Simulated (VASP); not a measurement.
A run of VASP 6.6.1:

The input INCAR:

```
SYSTEM = H4BrN
ALGO = Normal ; EDIFF = 1E-7
ENCUT = 520 ; ISIF = 2
ISMEAR = 0 ; LASPH = .True.
LCHARG = .False. ; LREAL = .False.
LWAVE = .False. ; NBANDS = 17
NELM = 100 ; PREC = Accurate
SIGMA = 0.01
```

Contents of KPOINTS:

```
k-points
0
Gamma
  4 4 4
  0 0 0
```

File POSCAR:

```
H4BrN
1.0
    4.1039422720      0.0000000000      0.0000000000
    0.0000000000      4.1039422720      0.0000000000
    0.0000000000      0.0000000000      4.1039422720
H Br N
4 1 1
Direct
    0.1480000000      0.1480000000      0.1480000000
    0.1480000000      0.8520000000      0.8520000000
    0.8520000000      0.8520000000      0.1480000000
    0.8520000000      0.1480000000      0.8520000000
    0.5000000000      0.5000000000      0.5000000000
    0.0000000000      0.0000000000      0.0000000000
```

Potentials or basis: VASP PAW LDA potentials, release 64 (H, Br, N).

Launch:

```bash
$ cat potpaw_LDA.64/H/POTCAR potpaw_LDA.64/Br/POTCAR potpaw_LDA.64/N/POTCAR > POTCAR
$ mpirun -np 1 vasp_std > vasp.out
```

Hardware: 1 thread of Intel Xeon 6975P-C, with other jobs on the host.

Task: Estimate the wall time of this run.

Result: Run time: 8 s on 1 thread of Intel Xeon 6975P-C, on a shared host, peak memory 0.16 GiB. Counts: scf iterations 14, k points 10.
